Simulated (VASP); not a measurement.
Crystal: Ti.

```
Ti
1.0
     4.56737    0.00000    0.00000
    -2.28369    3.95546    0.00000
     0.00000    0.00000    2.82624
Ti
3
Direct
  0.66667 0.33333 0.50000
  0.33333 0.66667 0.50000
  0.00000 0.00000 0.00000
```

* Program: VASP 6.6.1
* Task: relaxation of cell and atoms
* Functional: PBEsol
* Potentials or basis: VASP PAW PBE potentials, release 64 (Ti_sv)
* Cutoff: 600 eV
* k mesh: 7 × 7 × 9
* Occupations: fermi-dirac, width 0.05 eV
* Spin: no spin polarisation

At the start: pressure -3.9 GPa; volume 17.02 Å³/atom.

Problem. How do energy, volume and symmetry change on relaxing?

Solution. Over 4 steps the energy falls by 7.4 meV/atom and the volume is 16.43 Å³/atom (-3.5 %); space group P6/mmm (No. 191, to 0.05 Å).

The path:
```csv
step,energy change (eV),largest force (eV/Å),pressure (GPa),volume (Å³)
1,0.0000,0.0000,-3.92,51.06
2,-0.0099,0.0000,3.22,48.04
3,-0.0222,0.0000,0.00,49.30
4,-0.0223,0.0000,-0.01,49.30
```

Final structure:
```
Ti
1.0
     4.51203    0.00000    0.00000
    -2.25601    3.90753    0.00000
     0.00000    0.00000    2.79608
Ti
3
Direct
  0.66667 0.33333 0.50000
  0.33333 0.66667 0.50000
  0.00000 0.00000 0.00000
```

Caveat: the PAW data sets were made with another functional, which shifts forces and pressure a little.
